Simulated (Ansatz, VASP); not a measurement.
## One calculation of BP, two programs

Contents of INCAR:

```
ALGO = Normal
EDIFF = 1E-6
ENCUT = 520
GGA = CA
ISIF = 2
ISMEAR = 0
LASPH = True
LCHARG = False
LREAL = False
LWAVE = False
NBANDS = 11
NELM = 80
PREC = Accurate
SIGMA = 0.01
```

The input KPOINTS:

```
k-points
0
Gamma
  8 8 8
```

The input POSCAR:

```
BP
1.0
    0.0000000000      2.2690000000      2.2690000000
    2.2690000000      0.0000000000      2.2690000000
    2.2690000000      2.2690000000      0.0000000000
B P
1 1
Direct
    0.0000000000      0.0000000000      0.0000000000
    0.2500000000      0.2500000000      0.2500000000
```

Input for Ansatz:

```yaml
crystal:
  lattice:
    - [0.0, 2.269, 2.269]
    - [2.269, 0.0, 2.269]
    - [2.269, 2.269, 0.0]
  atoms:
    - { symbol: B, position: [0.0, 0.0, 0.0] }
    - { symbol: P, position: [0.25, 0.25, 0.25] }
basis:
  ecutwfc: 462.593566181796
kpoints:
  mp_grid:
    grid: [8, 8, 8]
hamiltonian:
  xc: lda
  pseudopotentials:
    kind: paw
scf:
  convergence:
    dr2_threshold: 1.0e-09
  occupations:
    method: fixed
output:
  optics:
    de: 0.05
    scissors: 0.5
    nscf_kmesh:
      grid: [8, 8, 8]
```

Alike in both runs: task single point; functional LDA; k mesh 8 × 8 × 8; no spin polarisation.

|  | VASP | Ansatz |
| --- | --- | --- |
| version | VASP 6.6.1 | Ansatz 0.2.0 |
| potentials or method | VASP PAW LDA potentials, release 64 (B, P), cutoff 520 eV | plane waves, PAW |
| occupations | gaussian, width 0.01 eV | fixed |
| valence electrons in the cell | 8 | 8 |

|  | VASP | Ansatz | Ansatz less VASP |
| --- | --- | --- | --- |
| gap on the k mesh at the Fermi level (eV) | 1.22 | 1.22 | 0.000 |

LDA's correlation is that of Perdew and Zunger in VASP and of Perdew and Wang (1992) in Ansatz. Ansatz's warnings: settled levels scf threshold loose.
